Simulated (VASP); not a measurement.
Wanted: the native input for a VASP 6.6.1 run.

```
Task                   : single point
Functional             : PBE
Dispersion             : D3(BJ)
Potentials or basis    : VASP PAW PBE potentials, release 64 (H, C, I)
Cutoff                 : 600 eV
k mesh                 : 3 × 3 × 3
Occupations            : gaussian, width 0.01 eV
Spin                   : no spin polarisation
Dipole correction      : no
Further INCAR settings : ALGO = Normal; EDIFF = 1e-06; NBANDS = 18
```

The structure of H2CI2 lies in POSCAR:

```
H2CI2
1.0
    0.0000000000      6.4560000000      2.3465000000
    3.5909500000      0.0000000000      2.3465000000
    3.5909500000      6.4560000000      0.0000000000
H C I
2 1 2
Direct
    0.7537900000      0.9786100000      0.2462100000
    0.9786100000      0.7537900000      0.0213900000
    0.9955200000      0.9955200000      0.0044800000
    0.3808600000      0.1072400000      0.8927600000
    0.1072400000      0.3808600000      0.6191400000
```

One way to write it, as run:

INCAR

```
ALGO = Normal
EDIFF = 1E-6
ENCUT = 600
GGA = PE
GGA_COMPAT = False
ISIF = 2
ISMEAR = 0
IVDW = 12
LASPH = True
LCHARG = False
LREAL = False
LWAVE = False
NBANDS = 18
NELM = 120
PREC = Accurate
SIGMA = 0.01
```

KPOINTS

```
k-points
0
Gamma
  3 3 3
```

Potentials or basis: VASP PAW PBE potentials, release 64 (H, C, I).

The run is started by

```sh
$ cat potpaw_PBE.64/H/POTCAR potpaw_PBE.64/C/POTCAR potpaw_PBE.64/I/POTCAR > POTCAR
$ mpirun -np 1 vasp_std > vasp.out
```

Results of the run:

```json
{
  "Pressure": "4.2 GPa",
  "Largest force": "3.554 eV/Å",
  "Band gap on the k mesh": "3.01 eV, indirect (least direct gap 3.06 eV)",
  "Dispersion energy per atom": "-0.157 eV"
}
```

Caveat: the k points lie up to 0.56 Å⁻¹ apart; three body term missing; spin-orbit coupling is left out, which moves the levels of the heavy elements; forces of over 1 eV/Å act on the atoms, so gaps and moduli don't describe the material at rest.

Run time: 24 s on 1 thread of Intel(R) Xeon(R) 6975P-C (Granite Rapids), with other jobs on the host, peak memory 0.34 GiB.
